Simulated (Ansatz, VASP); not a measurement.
## BaZrO3: VASP beside Ansatz

```
Ba Zr O
1.0
     4.20505    0.04205    0.00000
     0.04205    4.20505    0.00000
     0.00000    0.00000    4.20505
Ba Zr O
1 1 3
Direct
  0.00000 0.00000 0.00000
  0.50000 0.50000 0.50000
  0.00000 0.50000 0.50000
  0.50000 0.50000 0.00000
  0.50000 0.00000 0.50000
```

Change from the starting cell: strain e6 = +0.02, atoms carried along.

Alike in both runs: task single point; functional r2SCAN; k mesh 6 × 6 × 6; occupations gaussian, width 0.05 eV; no spin polarisation.

|  | VASP | Ansatz |
| --- | --- | --- |
| version | VASP 6.6.1 | Ansatz 0.2.0 |
| potentials or method | VASP PAW PBE potentials, release 64 (Ba_sv, Zr_sv, O), cutoff 520 eV | scalar-relativistic, plane waves, PAW |
| valence electrons in the cell | 40 | 40 |

```tsv
	VASP	Ansatz	Ansatz less VASP
gap on the k mesh at the Fermi level (eV)	3.59	3.65	+0.052
least direct gap on the mesh (eV)	3.82	3.85	+0.026
pressure (GPa)	1.0	0.0	-1.03
traceless stress, the component that is largest in VASP (GPa)	-1.87	-1.82	+0.046
```

VASP's potentials were made for PBE, not for r2SCAN.

Spin-orbit coupling is off throughout.
